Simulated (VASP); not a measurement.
The system is InAs.

```xyz
2
Lattice="0.0000 3.0669 3.0669 3.0669 0.0000 3.0669 3.0669 3.0669 0.0000" Properties=species:S:1:pos:R:3 pbc="T T T"
In    0.0000    0.0000    0.0000
As    1.5335    1.5335    1.5335
```

```yaml
Program: VASP 6.6.1
Task: relaxation of cell and atoms
Functional: PBE
Potentials_or_basis: VASP PAW PBE potentials, release 64 (In_d, As)
Cutoff: 600 eV
k_mesh: 12 × 12 × 12
Occupations: gaussian, width 0.1 eV
Spin: no spin polarisation
```

At the start: pressure 1.4 GPa; volume 28.85 Å³/atom.

**Question.** How do energy, volume and symmetry change on relaxing?

**Answer.** Over 3 steps the energy falls by 3.3 meV/atom and the volume is 29.63 Å³/atom (+2.7 %); space group F-43m (No. 216, to 0.1 Å) before and after.

The path:
```
step  energy change (eV)  largest force (eV/Å)  pressure (GPa)  volume (Å³)
   1              0.0000                0.0000            1.39        57.70
   2             -0.0059                0.0000           -0.45        59.81
   3             -0.0066                0.0000            0.02        59.26
```

Final structure:
```yaml
crystal:
  lattice:
    - [0.00000, 3.09439, 3.09439]
    - [3.09439, 0.00000, 3.09439]
    - [3.09439, 3.09439, 0.00000]
  atoms:
    - { symbol: In, position: [0.00000, 0.00000, 0.00000] }
    - { symbol: As, position: [0.25000, 0.25000, 0.25000] }
```
